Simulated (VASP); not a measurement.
A run of VASP 6.6.1:

Contents of INCAR:

```
  ALGO = Normal
  EDIFF = 1E-6
  ENCUT = 520
  GGA = PE
  ISIF = 2
  ISMEAR = -1
  LASPH = T
  LCHARG = F
  LREAL = F
  LWAVE = F
  NBANDS = 10
  NELM = 60
  PREC = Accurate
  SIGMA = 0.1
```

File KPOINTS:

```
k-points
0
Gamma
  17 17 17
```

POSCAR

```
Cl
1.0
   -1.6938812639      1.6938812639      1.6938812639
    1.6938812639     -1.6938812639      1.6938812639
    1.6938812639      1.6938812639     -1.6938812639
Cl
1
Direct
    0.0000000000      0.0000000000      0.0000000000
```

Potentials or basis: VASP PAW PBE potentials, release 64 (Cl).

Launch:

```sh
$ cat potpaw_PBE.64/Cl/POTCAR > POTCAR
$ mpirun -np 1 vasp_std > vasp.out
```

Hardware: 1 thread of AMD EPYC 9R45 (Zen 5) (shared host).

Estimate the wall time of this run.

Wall time 11 s on 1 thread of AMD EPYC 9R45 (Zen 5), on a shared host, peak memory 0.11 GiB. Counts: scf iterations 10, k points 165.
